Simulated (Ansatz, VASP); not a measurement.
# Two plane-wave programs on Rb

File INCAR:

```
  ALGO = Fast
  EDIFF = 1E-7
  ENCUT = 520
  GGA = PS
  ISIF = 2
  ISMEAR = 0
  LASPH = True
  LCHARG = False
  LREAL = False
  LWAVE = False
  NBANDS = 10
  NELM = 100
  PREC = Accurate
  SIGMA = 0.1
```

The input KPOINTS:

```
k-points
0
Gamma
  10 10 10
```

Contents of POSCAR:

```
Rb
1.0
   -2.8394755800      2.8394755800      2.8394755800
    2.8394755800     -2.8394755800      2.8394755800
    2.8394755800      2.8394755800     -2.8394755800
Rb
1
Direct
    0.0000000000      0.0000000000      0.0000000000
```

Input for Ansatz:

```yaml
crystal:
  lattice:
    - [-2.83947558, 2.83947558, 2.83947558]
    - [2.83947558, -2.83947558, 2.83947558]
    - [2.83947558, 2.83947558, -2.83947558]
  atoms:
    - { symbol: Rb, position: [0.0, 0.0, 0.0] }
basis:
  ecutwfc: 420
kpoints:
  mp_grid: { grid: [10, 10, 10] }
hamiltonian:
  xc: pbesol
scf:
  occupations: { method: gaussian, width: 0.1 }
output:
  forces: true
  stress: true
  eigenvalues: true
  populations: true
```

Alike in both runs: task single point; functional PBEsol; k mesh 10 × 10 × 10; occupations gaussian, width 0.1 eV; no spin polarisation.

|  | VASP | Ansatz |
| --- | --- | --- |
| version | VASP 6.6.1 | Ansatz 0.2.0 |
| potentials or method | VASP PAW PBE potentials, release 64 (Rb_sv), cutoff 520 eV | scalar-relativistic, plane waves, PAW |
| valence electrons in the cell | 9 | 9 |

|  | VASP | Ansatz | Ansatz less VASP |
| --- | --- | --- | --- |
| gap on the k mesh at the Fermi level (eV) | none | none | - |
| pressure (GPa) | -0.1 | -0.1 | 0.00 |

VASP's potentials were made for PBE, not for PBEsol. A gap of «none» marks a metal or a gap that the smearing closes. With one functional, cell and mesh, what is left measures potentials, basis and numerics.
